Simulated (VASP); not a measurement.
# WS2 (Cm) in VASP: single point with PBEsol+D3(BJ)

Aim: the single point of WS2 with PBEsol+D3(BJ).

Program: VASP 6.6.1. These are calculated values, not measurements. Logs are shortened: lines on timing, memory, paths and dates and some standing lists are left out, and cuts for length are marked.

## 1. The cell of the first run

Symmetry: Cm, No. 8, monoclinic system. Conventional cell: a = 5.395 Å, b = 3.115 Å, c = 11.772 Å, α = 90.00°, β = 90.00°, γ = 90.00°. W (site symmetry m) has 6 S at 2.34 to 2.45 Å and 6 W at 3.11 Å within 3.2 Å. Within 3.2 Å of W (site symmetry m) lie 6 S at 2.33 to 2.43 Å and 6 W at 3.11 Å. S (site symmetry m) has 3 W at 2.33 to 2.38 Å and 10 S at 3.11 to 3.28 Å within 3.3 Å. Within 3.3 Å of S (site symmetry m) lie 3 W at 2.34 to 2.40 Å and 10 S at 3.11 to 3.28 Å. S (site symmetry m) has 3 W at 2.38 to 2.43 Å and 10 S at 3.11 to 3.28 Å within 3.3 Å. S (site symmetry m) has 3 W at 2.40 to 2.45 Å and 10 S at 3.11 to 3.28 Å within 3.3 Å.

## 2. Single point, PBEsol+D3(BJ)

INCAR

```
SYSTEM = WS2
PREC = Accurate ; ENCUT = 520
EDIFF = 1E-6 ; ISMEAR = 0
SIGMA = 0.05 ; LREAL = .False.
LASPH = .True. ; NELM = 100
ALGO = Normal ; ISIF = 2
LWAVE = .False. ; LCHARG = .False.
GGA = PS ; IVDW = 12
NBANDS = 35
```

KPOINTS

```
regular mesh
0
Gamma
  12 12 4
  0 0 0
```

POSCAR

```
WS2
1.0
    3.1147273971      0.0000000000      0.0000000000
   -1.5573636985      2.6974330517      0.0000000000
    0.0000000000      0.0000000000     11.7722466704
W S
2 4
Direct
    0.3333333333      0.6666666667      0.2500000000
    0.6666666667      0.3333333333      0.7500000000
    0.3158894784      0.6579447392      0.6199475479
    0.6492228117      0.3246114059      0.1199475479
    0.3158894784      0.6579447392      0.8870411655
    0.6492228117      0.3246114059      0.3870411655
```

Potentials or basis: VASP PAW PBE potentials, release 64 (W_sv, S).

On the command line:

```sh
$ cat potpaw_PBE.64/W_sv/POTCAR potpaw_PBE.64/S/POTCAR > POTCAR
$ mpirun -np 1 vasp_std > vasp.out
```

OUTCAR:

```text
SYSTEM = WS2
   PREC = Accurate
   ENCUT = 520
   EDIFF = 1E-6
   ISMEAR = 0
   LREAL = .False.
   LASPH = .True.
   NELM = 100
   ISIF = 2
   GGA = PS
   IVDW = 12
 IVDW          = 12

 ion  position               nearest neighbor table
   1  0.333  0.667  0.250-   4 2.34   4 2.34   4 2.40   6 2.40   6 2.40   6 2.45
   2  0.667  0.333  0.750-   3 2.33   3 2.38   3 2.38   5 2.38   5 2.43   5 2.43
   3  0.316  0.658  0.620-   2 2.33   2 2.38   2 2.38
   4  0.649  0.325  0.120-   1 2.34   1 2.34   1 2.40
   5  0.316  0.658  0.887-   2 2.38   2 2.43   2 2.43
   6  0.649  0.325  0.387-   1 2.40   1 2.40   1 2.45

  LATTYP: Found a hexagonal cell.
 ALAT       =     3.1147273971
 C/A-ratio  =     3.7795431733

  Lattice vectors:

 A1 = (   3.1147273971,   0.0000000000,   0.0000000000)
 A2 = (  -1.5573636985,   2.6974330517,   0.0000000000)
 A3 = (   0.0000000000,   0.0000000000,  11.7722466704)

Analysis of symmetry for initial positions (statically):
=====================================================================
 Subroutine PRICEL returns:
 Original cell was already a primitive cell.

 Routine SETGRP: Setting up the symmetry group for a
 hexagonal supercell.

 Subroutine GETGRP returns: Found  2 space group operations
 (whereof  2 operations were pure point group operations)
 out of a pool of 24 trial point group operations.

The static configuration has the point symmetry C_1h.

Analysis of symmetry for dynamics (positions and initial velocities):
=====================================================================
 Subroutine PRICEL returns:
 Original cell was already a primitive cell.

 Routine SETGRP: Setting up the symmetry group for a
 hexagonal supercell.

 Subroutine GETGRP returns: Found  2 space group operations
 (whereof  2 operations were pure point group operations)
 out of a pool of 24 trial point group operations.

The dynamic configuration has the point symmetry C_1h.

 Subroutine INISYM returns: Found  2 space group operations
 (whereof  2 operations are pure point group operations),
 and found     1 'primitive' translations

----------------------------------------------------------------------------------------

                                     Primitive cell

  volume of cell :      98.9077

[... 89 lines left out ...]
   ICHARG =      2    charge: 1-file 2-atom 10-const
   ISPIN  =      1    spin polarized calculation?
   LNONCOLLINEAR =      F non collinear calculations
   LSORBIT =      F    spin-orbit coupling
   LASPH  =      T    aspherical Exc in radial PAW
   ENCUT  =  520.0 eV  38.22 Ry    6.18 a.u.   5.79  5.79 21.89*2*pi/ulx,y,z
   NELM   =    100;   NELMIN=  2; NELMDL= -5     # of ELM steps
   EDIFF  = 0.1E-05   stopping-criterion for ELM
   LREAL  =      F    real-space projection
[... 7 lines left out ...]
   TEBEG  =    0.0;   TEEND  =   0.0 temperature during run
   PSTRESS=    0.0 pullay stress
   NELECT =      52.0000    total number of electrons
   NUPDOWN=      -1.0000    fix difference up-down
   EMIN   =  10.00;   EMAX   =-10.00  energy-range for DOS
   EFERMI =   0.00;   METHOD = LEGACY
   ISMEAR =     0;   SIGMA  =   0.05  broadening in eV -4-tet -1-fermi 0-gaus
   EFERMI_NEDOS =   21; number of points for ismear=-14 and -15
   IALGO  =     38    algorithm
   IMIX   =      4    mixing-type and parameters
     AMIX     =   0.40;   BMIX     =  1.00
     AMIX_MAG =   1.60;   BMIX_MAG =  1.00
  volume/ion in A,a.u.               =      16.48       111.24
  Fermi-wavevector in a.u.,A,eV,Ry     =   1.321293  2.496882 23.753271  1.745816
  Thomas-Fermi vector in A             =   2.451058
   LORBIT       =      0    0 simple, 1 ext, 2 COOP (PROOUT), +10 PAW based schemes
   GGA     = PS    functional components
   LHFCALC =     F    Hartree Fock is set to
   AEXX    =    0.0000 exact exchange contribution
   IVDW    =    12    specifies the selected vdW correction
   LEPSILON=     F    determine dielectric tensor
   LRPA    =     F    only Hartree local field effects (RPA)
 non-spin polarized calculation
 Gauss-broadening in eV      SIGMA  =   0.05
  energy-cutoff  :      520.00
  volume of cell :       98.91
 maximum number of plane-waves:      2690
   NGX = 11   NGY = 11   NGZ = 43

 number of electron      52.0000001 magnetization

 Free energy of the ion-electron system (eV)
  ---------------------------------------------------
  ext. energy  EPLUGINS =         0.00000000
  ---------------------------------------------------
  free energy    TOTEN  =       -50.34018012 eV

  energy without entropy =      -50.34018012  energy(sigma->0) =      -50.34018012

 E-fermi :   8.9109     XC(G=0): -11.5844

 val. band max:        8.4737801413   @ k =   0.0000   0.0000   0.0000
 cond. band min:       9.1271693909   @ k =   0.1667   0.1667   0.0000
 fundamental gap:      0.6533892496
 Fermi energy:         8.9109460736

 k-point     1 :       0.0000    0.0000    0.0000
  band No.  band energies     occupation
      1     -66.1760      2.00000
      2     -66.1756      2.00000
      3     -30.4861      2.00000
      4     -30.4860      2.00000
      5     -30.2626      2.00000
      6     -30.2618      2.00000
[... 901 lines left out ...]
     34      13.0454      0.00000
     35      13.6681      0.00000

 [... further k-points ...]

------------------------ aborting loop because EDIFF is reached ----------------------------------------

 Edisp (eV)   -2.49749

 E8    (eV) :    -1.6207

  FORCE on cell =-STRESS in cart. coord.  units (eV):
  Direction    XX          YY          ZZ          XY          YZ          ZX
  --------------------------------------------------------------------------------------
  -------------------------------------------------------------------------------------
  Total       0.27539     0.28285     0.38658    -0.00646    -0.11064    -0.19163
  in kB       4.46104     4.58178     6.26212    -0.10456    -1.79215    -3.10409
  external pressure =        5.10 kB  Pullay stress =        0.00 kB

 VOLUME and BASIS-vectors are now :
 -----------------------------------------------------------------------------
  energy-cutoff  :      520.00
  volume of cell :       98.91
      direct lattice vectors                 reciprocal lattice vectors
     3.114727397  0.000000000  0.000000000     0.321055384  0.185361412  0.000000000
    -1.557363698  2.697433052  0.000000000     0.000000000  0.370722825  0.000000000
     0.000000000  0.000000000 11.772246670     0.000000000  0.000000000  0.084945553

 POSITION                                       TOTAL-FORCE (eV/Angst)
 -----------------------------------------------------------------------------------
     -0.00000      1.79829      2.94306        -0.910089     -0.525440      1.400510
      1.55736      0.89914      8.82919        -0.934703     -0.539651      1.401041
     -0.04075      1.77476      7.29818         0.512627      0.295965     -0.784457
      1.51661      0.87562      1.41205         0.496355      0.286571     -0.782921
     -0.04075      1.77476     10.44247         0.421542      0.243377     -0.616583
      1.51661      0.87562      4.55634         0.414269      0.239178     -0.617590
 -----------------------------------------------------------------------------------
    total drift:                                0.000187      0.000107     -0.000392

  FREE ENERGIE OF THE ION-ELECTRON SYSTEM (eV)
  ---------------------------------------------------
  free  energy   TOTEN  =       -52.8376661317 eV

  energy  without entropy=      -52.8376661317  energy(sigma->0) =      -52.83766613
```

OSZICAR:

```text
N       E                     dE             d eps       ncg     rms          rms(c)
DAV:   1     0.514058275447E+03    0.51406E+03   -0.28416E+04 12344   0.150E+03
DAV:   2    -0.190606195563E+02   -0.53312E+03   -0.51466E+03 13094   0.419E+02
DAV:   3    -0.520160480723E+02   -0.32955E+02   -0.32303E+02 14220   0.989E+01
DAV:   4    -0.527900531911E+02   -0.77401E+00   -0.76996E+00 13919   0.157E+01
DAV:   5    -0.528039226423E+02   -0.13869E-01   -0.13861E-01 13837   0.226E+00    0.414E+01
DAV:   6    -0.507098661068E+02    0.20941E+01   -0.66793E+00 13083   0.177E+01    0.175E+01
DAV:   7    -0.504925878992E+02    0.21728E+00   -0.25204E+00 12379   0.795E+00    0.657E+00
DAV:   8    -0.503427262566E+02    0.14986E+00   -0.42593E-01 12932   0.443E+00    0.239E+00
DAV:   9    -0.503437666112E+02   -0.10404E-02   -0.54183E-02 13881   0.117E+00    0.126E+00
DAV:  10    -0.503405190743E+02    0.32475E-02   -0.25591E-02 13643   0.105E+00    0.461E-01
DAV:  11    -0.503402046122E+02    0.31446E-03   -0.31992E-03 12635   0.357E-01    0.145E-01
DAV:  12    -0.503401706836E+02    0.33929E-04   -0.15235E-04 12964   0.880E-02    0.444E-02
DAV:  13    -0.503401810924E+02   -0.10409E-04   -0.23372E-05 14437   0.283E-02    0.233E-02
DAV:  14    -0.503401801215E+02    0.97086E-06   -0.63590E-06 11814   0.131E-02
   1 F= -.52837666E+02 E0= -.52837666E+02  d E =-.189746E-11
```

Run time: 13 min. Hardware: 1 thread of Intel Xeon 8259CL, shared host; peak memory 0.54 GiB.

What came out:

```
Free energy                : -52.8377 eV
Pressure                   : 0.5 GPa
Largest force              : 1.769 eV/Å
Band gap on the k mesh     : 0.65 eV (least direct gap 1.93 eV)
Dispersion energy per atom : -0.416 eV
```

Forces on the atoms (eV/Å):
```
W   -0.910 -0.525  1.401
W   -0.935 -0.540  1.401
S    0.513  0.296 -0.784
S    0.496  0.287 -0.783
S    0.422  0.243 -0.617
S    0.414  0.239 -0.618
```

Stress tensor (GPa, compression positive):
```
 0.45 -0.01 -0.31
-0.01  0.46 -0.18
-0.31 -0.18  0.63
```

Caveat: the cell differs from its parent crystal (all S atoms moved +0.062 Å, as atom 3 towards its neighbour atom 2 (W) at 2.389 Å); the PAW data sets were made with another functional, which shifts forces and pressure a little; spin-orbit coupling is left out, which moves the levels of the heavy elements.
